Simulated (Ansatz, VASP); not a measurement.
# Two plane-wave programs on MgO

```
CELL_PARAMETERS angstrom
5.52307 0.00000 0.00000
0.00000 5.52307 0.00000
0.00000 0.00000 5.52307
ATOMIC_POSITIONS crystal
Mg 0.25000 0.99752 0.50000
Mg 0.00000 0.50248 0.25000
Mg 0.50000 0.75000 0.00000
Mg 0.75000 0.99752 0.50000
Mg 0.00000 0.50248 0.75000
Mg 0.50000 0.25000 0.00000
O 0.25000 0.51651 0.00000
O 0.50000 0.98349 0.25000
O 0.00000 0.75000 0.50000
O 0.75000 0.51651 0.00000
O 0.50000 0.98349 0.75000
O 0.00000 0.25000 0.50000
```

Change from the starting cell: mode 14 frozen in at -0.043 Å and mode 24 at +0.058 Å (largest displacements).

Alike in both runs: task single point; functional LDA; k mesh 4 × 4 × 4; occupations gaussian, width 0.05 eV; no spin polarisation.

|  | VASP | Ansatz |
| --- | --- | --- |
| version | VASP 6.6.1 | Ansatz 0.2.0 |
| potentials or method | VASP PAW LDA potentials, release 64 (Mg, O), cutoff 520 eV | scalar-relativistic, plane waves, PAW |
| valence electrons in the cell | 48 | 96 |

|  | VASP | Ansatz | Ansatz less VASP |
| --- | --- | --- | --- |
| gap on the k mesh at the Fermi level (eV) | 2.82 | 2.83 | +0.010 |
| least direct gap on the mesh (eV) | 2.82 | 2.83 | +0.010 |
| pressure (GPa) | -0.4 | 0.3 | +0.71 |
| traceless stress, the component that is largest in VASP (GPa) | -0.09 | -0.10 | -0.006 |
| rms of the force components (eV/Å) | 0.406 | 0.396 | -0.0099 |

Ansatz warns that its potentials were made for another functional, while VASP's fit it. LDA's correlation is that of Perdew and Zunger in VASP and of Perdew and Wang (1992) in Ansatz. Atom by atom the forces differ by 0.010 eV/Å (rms over components). VASP's potentials hold 48 valence electrons a cell and Ansatz's 96, so a difference there can come from the potentials and not from the codes.
